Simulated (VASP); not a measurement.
# BN (Cmm2) in VASP: further runs, part 2 of 2

VASP 6.6.1. Earlier steps stand in the parts before.

**4. Single point, r2SCAN (atom 5 (N) moved -0.050 Å along Cartesian [0 1 0])**

Input file POSCAR:

```
BN
1.0
    3.6096275117      0.0000000000      0.0000000000
    0.0000000000     -3.6096275117      0.0000000000
    0.0000000000      0.0000000000     -3.6096275117
B N
4 4
Direct
    0.0000000000      0.0000000000      0.0000000000
    0.5000000000      0.5000000000      0.0000000000
    0.5000000000      0.0000000000      0.5000000000
    0.0000000000      0.5000000000      0.5000000000
    0.7500000000      0.7638518448      0.7500000000
    0.2500000000      0.2500000000      0.7500000000
    0.2500000000      0.7500000000      0.2500000000
    0.7500000000      0.2500000000      0.2500000000
```

Input file INCAR.step1:

```
SYSTEM = BN
PREC = Accurate
ENCUT = 520
ISMEAR = 0
SIGMA = 0.05
LREAL = .False.
LASPH = .True.
NELM = 100
NBANDS = 26
GGA = PE
ALGO = Normal
EDIFF = 1E-4
LWAVE = .True.
LCHARG = .False.
```

Input file INCAR.step2:

```
SYSTEM = BN
PREC = Accurate
ENCUT = 520
EDIFF = 1E-6
ISMEAR = 0
SIGMA = 0.05
LREAL = .False.
LASPH = .True.
NELM = 100
ALGO = Normal
ISIF = 2
LWAVE = .False.
LCHARG = .False.
METAGGA = R2SCAN
LMIXTAU = .True.
NBANDS = 26
ISTART = 1
```

Input file KPOINTS:

```
regular mesh
0
Gamma
  6 6 6
  0 0 0
```

Potentials or basis: VASP PAW PBE potentials, release 64 (B, N).

The run is started by

```sh
$ cat potpaw_PBE.64/B/POTCAR potpaw_PBE.64/N/POTCAR > POTCAR
$ cp INCAR.step1 INCAR
$ mpirun -np 1 vasp_std > vasp.out
$ cp INCAR.step2 INCAR
$ mpirun -np 1 vasp_std > vasp.out
```

OUTCAR:

```text
SYSTEM = BN
   PREC = Accurate
   ENCUT = 520
   EDIFF = 1E-6
   ISMEAR = 0
   LREAL = .False.
   LASPH = .True.
   NELM = 100
   ISIF = 2
   METAGGA = R2SCAN
   ISTART = 1

 ion  position               nearest neighbor table
   1  0.000  0.000  0.000-   5 1.53   6 1.56   7 1.56   8 1.56
   2  0.500  0.500  0.000-   6 1.56   7 1.56   8 1.56   5 1.59
   3  0.500  0.000  0.500-   5 1.53   6 1.56   7 1.56   8 1.56
   4  0.000  0.500  0.500-   6 1.56   7 1.56   8 1.56   5 1.59
   5  0.750  0.764  0.750-   1 1.53   3 1.53   2 1.59   4 1.59
   6  0.250  0.250  0.750-   1 1.56   2 1.56   3 1.56   4 1.56
   7  0.250  0.750  0.250-   1 1.56   2 1.56   3 1.56   4 1.56
   8  0.750  0.250  0.250-   1 1.56   2 1.56   3 1.56   4 1.56

  LATTYP: Found a simple cubic cell.
 ALAT       =     3.6096275117

  Lattice vectors:

 A1 = (   3.6096275117,   0.0000000000,   0.0000000000)
 A2 = (   0.0000000000,  -3.6096275117,   0.0000000000)
 A3 = (   0.0000000000,   0.0000000000,  -3.6096275117)

Analysis of symmetry for initial positions (statically):
=====================================================================
 Subroutine PRICEL returns:
[... 194 lines left out ...]
      1     -14.0478      2.00000
      2      -8.3114      2.00000
      3      -8.3028      2.00000
      4      -8.2986      2.00000
      5      -2.1013      2.00000
      6      -2.0441      2.00000
[... 685 lines left out ...]
     25      21.0054      0.00000
     26      21.0385      0.00000

 [... further k-points ...]

------------------------ aborting loop because EDIFF is reached ----------------------------------------

  FORCE on cell =-STRESS in cart. coord.  units (eV):
  Direction    XX          YY          ZZ          XY          YZ          ZX
  --------------------------------------------------------------------------------------
  -------------------------------------------------------------------------------------
  Total        0.4274443      0.3610918      0.4274443      0.0000000      0.0000000     -0.0553717
  in kB       14.5613937     12.3010193     14.5613937      0.0000000      0.0000000     -1.8863037
  external PRESSURE =      13.8079355 kB  Pullay stress =       0.0000000 kB

 VOLUME and BASIS-vectors are now :
 -----------------------------------------------------------------------------
  energy-cutoff  :      520.00
  volume of cell :       47.03
      direct lattice vectors                 reciprocal lattice vectors
     3.609627512  0.000000000  0.000000000     0.277036896  0.000000000  0.000000000
     0.000000000 -3.609627512  0.000000000     0.000000000 -0.277036896  0.000000000
     0.000000000  0.000000000 -3.609627512     0.000000000  0.000000000 -0.277036896

 POSITION                                       TOTAL-FORCE (eV/Angst)
 -----------------------------------------------------------------------------------
      0.00000      0.00000      0.00000         0.103835     -0.325029     -0.103835
      1.80481     -1.80481      0.00000         0.067021     -0.285209      0.067021
      1.80481      0.00000     -1.80481        -0.103835     -0.325029      0.103835
      0.00000     -1.80481     -1.80481        -0.067021     -0.285209     -0.067021
      2.70722     -2.75722     -2.70722         0.000000      1.841436      0.000000
      0.90241     -0.90241     -2.70722         0.000000     -0.373047      0.000000
      0.90241     -2.70722     -0.90241         0.000000      0.125133      0.000000
      2.70722     -0.90241     -0.90241         0.000000     -0.373047      0.000000
 -----------------------------------------------------------------------------------
    total drift:                                0.000000      0.000107     -0.000001

  FREE ENERGIE OF THE ION-ELECTRON SYSTEM (eV)
  ---------------------------------------------------
  free  energy   TOTEN  =       -76.6401923166 eV

  energy  without entropy=      -76.6401923166  energy(sigma->0) =      -76.64019232
```

OSZICAR.step1:

```text
N       E                     dE             d eps       ncg     rms          rms(c)
DAV:   1     0.108827313050E+03    0.10883E+03   -0.17273E+04  2704   0.122E+03
DAV:   2    -0.672976225433E+02   -0.17612E+03   -0.16749E+03  3504   0.282E+02
DAV:   3    -0.736068917099E+02   -0.63093E+01   -0.62779E+01  3636   0.505E+01
DAV:   4    -0.736475419696E+02   -0.40650E-01   -0.40606E-01  3450   0.428E+00
DAV:   5    -0.736479761915E+02   -0.43422E-03   -0.43401E-03  3532   0.410E-01    0.135E+01
DAV:   6    -0.700840882588E+02    0.35639E+01   -0.83664E+00  3310   0.168E+01    0.642E+00
DAV:   7    -0.698081610531E+02    0.27593E+00   -0.56931E-01  3550   0.474E+00    0.392E+00
DAV:   8    -0.697503761494E+02    0.57785E-01   -0.13934E-01  3100   0.237E+00    0.351E-01
DAV:   9    -0.697478017100E+02    0.25744E-02   -0.60626E-03  3416   0.554E-01    0.189E-01
DAV:  10    -0.697483282668E+02   -0.52656E-03   -0.91554E-04  3342   0.197E-01    0.443E-02
DAV:  11    -0.697483245078E+02    0.37590E-05   -0.15839E-04  2278   0.809E-02
   1 F= -.69748325E+02 E0= -.69748325E+02  d E =-.198569E-20
```

Run time: 98 s. Hardware: 1 thread of AMD EPYC 9R45 (Zen 5), shared host; peak memory 0.15 GiB.

Results:

| Item | Value |
| --- | --- |
| Free energy | -76.6402 eV |
| Pressure | 1.4 GPa |
| Largest force | 1.841 eV/Å |
| Band gap on the k mesh | 4.86 eV |

Forces in eV/Å, atoms in the order of the input:
```
B    0.104 -0.325 -0.104
B    0.067 -0.285  0.067
B   -0.104 -0.325  0.104
B   -0.067 -0.285 -0.067
N    0.000  1.841  0.000
N    0.000 -0.373  0.000
N    0.000  0.125  0.000
N    0.000 -0.373  0.000
```

Levels at points of the mesh, in eV from the valence-band top:
| k point | band 12 | band 13 | band 14 | band 15 | band 16 | band 17 | band 18 | band 19 | band 20 | band 21 |
| --- | --- | --- | --- | --- | --- | --- | --- | --- | --- | --- |
| (0.00, 0.00, 0.00) | -5.23 | -5.13 | -0.23 | -0.12 | 0.00 | 4.86 | 4.87 | 4.87 | 9.30 | 9.43 |
| (0.50, 0.00, 0.00) | -4.33 | -3.26 | -3.25 | -3.24 | -3.22 | 7.30 | 7.31 | 10.21 | 10.22 | 12.11 |
| (0.00, 0.50, 0.00) | -4.32 | -3.44 | -3.30 | -3.21 | -3.07 | 7.30 | 7.34 | 10.22 | 10.24 | 12.17 |
| (0.50, 0.50, 0.00) | -5.82 | -2.39 | -2.30 | -2.28 | -2.19 | 10.17 | 10.22 | 10.43 | 10.47 | 12.78 |
| (0.50, 0.00, 0.50) | -5.91 | -2.48 | -2.30 | -2.29 | -2.12 | 10.24 | 10.32 | 10.35 | 10.44 | 12.71 |
| (0.50, 0.50, 0.50) | -2.14 | -2.14 | -2.14 | -2.06 | -1.89 | 10.63 | 10.67 | 10.71 | 10.73 | 11.10 |

Caveat: the cell differs from its parent crystal (atom 5 (N) moved -0.050 Å along Cartesian [0 1 0]); the PAW data sets were made with another functional, which shifts forces and pressure a little. A k mesh can miss the band edges.

**5. Single point, r2SCAN (atom 5 (N) moved +0.025 Å along Cartesian [0 1 0])**

POSCAR, as its differences from that of step 4:

```diff
@@ -12,3 +12,3 @@
     0.0000000000      0.5000000000      0.5000000000
-    0.7500000000      0.7638518448      0.7500000000
+    0.7500000000      0.7430740776      0.7500000000
     0.2500000000      0.2500000000      0.7500000000
```

Input file INCAR.step1:

```
SYSTEM = BN
ALGO = Normal ; EDIFF = 1E-4
ENCUT = 520 ; GGA = PE
ISMEAR = 0 ; LASPH = .True.
LCHARG = .False. ; LREAL = .False.
LWAVE = .True. ; NBANDS = 26
NELM = 80 ; PREC = Accurate
SIGMA = 0.05
```

Input file INCAR.step2:

```
SYSTEM = BN
ALGO = Normal ; EDIFF = 1E-6
ENCUT = 520 ; ISIF = 2
ISMEAR = 0 ; ISTART = 1
LASPH = .True. ; LCHARG = .True.
LELF = .True. ; LMIXTAU = .True.
LREAL = .False. ; LVHAR = .True.
LWAVE = .False. ; METAGGA = R2SCAN
NBANDS = 26 ; NELM = 80
PREC = Accurate ; SIGMA = 0.05
```

Input file KPOINTS:

```
k-points
0
Gamma
  6 6 6
  0 0 0
```

The run is started by

```sh
$ cat potpaw_PBE.64/B/POTCAR potpaw_PBE.64/N/POTCAR > POTCAR
$ cp INCAR.step1 INCAR
$ mpirun -np 1 vasp_std > vasp.out
$ cp INCAR.step2 INCAR
$ mpirun -np 1 vasp_std > vasp.out
```

Run time: 1.7 min. Hardware: 1 thread of AMD EPYC 9R45 (Zen 5), shared host; peak memory 0.16 GiB.

It converged, with:

| Property | Result |
| --- | --- |
| Free energy | -76.6747 eV |
| Pressure | 1.2 GPa |
| Largest force | 0.922 eV/Å |
| Band gap on the k mesh | 4.92 eV |

Forces in eV/Å, atoms in the order of the input:
```
B   -0.038  0.148  0.038
B   -0.047  0.158 -0.047
B    0.038  0.148 -0.038
B    0.047  0.158  0.047
N    0.000 -0.922  0.000
N    0.000  0.186  0.000
N    0.000 -0.063  0.000
N    0.000  0.186  0.000
```

Stress tensor (GPa, compression positive):
```
1.22 0.00 0.09
0.00 1.17 0.00
0.09 0.00 1.22
```

Levels at points of the mesh, in eV from the valence-band top:
```
           k point  band 14  band 15  band 16  band 17  band 18  band 19
(0.00, 0.00, 0.00)    -0.12    -0.06     0.00     4.92     4.92     4.93
(0.50, 0.00, 0.00)    -3.20    -3.19    -3.19     7.37     7.37    10.29
(0.00, 0.50, 0.00)    -3.22    -3.17    -3.10     7.36     7.38    10.29
(0.50, 0.50, 0.00)    -2.24    -2.23    -2.18    10.32    10.34    10.45
(0.50, 0.00, 0.50)    -2.24    -2.24    -2.15    10.35    10.39    10.41
(0.50, 0.50, 0.50)    -2.08    -2.04    -1.96    10.76    10.78    10.78
```

Caveat: the cell differs from its parent crystal (atom 5 (N) moved +0.025 Å along Cartesian [0 1 0]); the PAW data sets were made with another functional, which shifts forces and pressure a little. A k mesh can miss the band edges.

**6. The runs side by side**

```tsv
cell	gap on the mesh (eV)	pressure (GPa)	largest force (eV/Å)
as given, atomic positions A	4.72	2.1	3.66
as given, atomic positions B	4.79	1.7	2.76
as given, atomic positions C	4.86	1.4	1.84
as given, atomic positions D	4.92	1.2	0.92
```

Alike in all rows: task single point; level r2SCAN; potentials or basis VASP PAW PBE potentials, release 64 (B, N); no spin polarisation; k mesh 6 × 6 × 6; cutoff (eV) 520; smearing gaussian 0.05 eV.

Caveats: the PAW data sets were made with another functional, which shifts forces and pressure a little.

Absolute energies hang on the potentials; compare differences alone.
